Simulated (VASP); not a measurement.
Write the native input for VASP 6.6.1 that does the following.

* Task: single point
* Functional: PBE
* Potentials or basis: VASP PAW PBE potentials, release 64 (Si, C)
* Cutoff: 520 eV
* k mesh: 12 × 12 × 6
* Occupations: fermi-dirac, width 0.02 eV
* Spin: no spin polarisation
* Dipole correction: no
* Further INCAR settings: ALGO = Normal; EDIFF = 1e-06; NBANDS = 16

The structure of SiC lies in POSCAR:

```
SiC
1.0
    3.1368633640      0.0000000000      0.0000000000
   -1.5684316820      2.7166033614      0.0000000000
    0.0000000000      0.0000000000      5.0321377631
Si C
2 2
Direct
    0.3333333333      0.6666666667     -0.0014138072
    0.6666666667      0.3333333333      0.4985861928
    0.3333333333      0.6666666667      0.3764138072
    0.6666666667      0.3333333333      0.8764138072
```

This cell differs from its parent crystal: epitaxial xy strain +2.0%.

One way to write it, as run:

INCAR

```
SYSTEM = SiC
PREC = Accurate
ENCUT = 520
EDIFF = 1E-6
ISMEAR = -1
SIGMA = 0.02
LREAL = .False.
LASPH = .True.
NELM = 100
ALGO = Normal
ISIF = 2
LWAVE = .False.
LCHARG = .False.
GGA = PE
NBANDS = 16
```

KPOINTS

```
regular mesh
0
Gamma
  12 12 6
  0 0 0
```

Potentials or basis: VASP PAW PBE potentials, release 64 (Si, C).

Command:

```console
$ cat potpaw_PBE.64/Si/POTCAR potpaw_PBE.64/C/POTCAR > POTCAR
$ mpirun -np 1 vasp_std > vasp.out
```

Results of the run:

- Pressure: -4.2 GPa
- Largest force: 0.026 eV/Å
- Band gap on the k mesh: 2.42 eV (least direct gap 3.71 eV)

Caveat: the cell differs from its parent crystal (epitaxial xy strain +2.0%); the cell stands under tension.

Run time: 18 s on 1 thread of Intel(R) Xeon(R) 6975P-C (Granite Rapids), with other jobs on the host, peak memory 0.18 GiB.
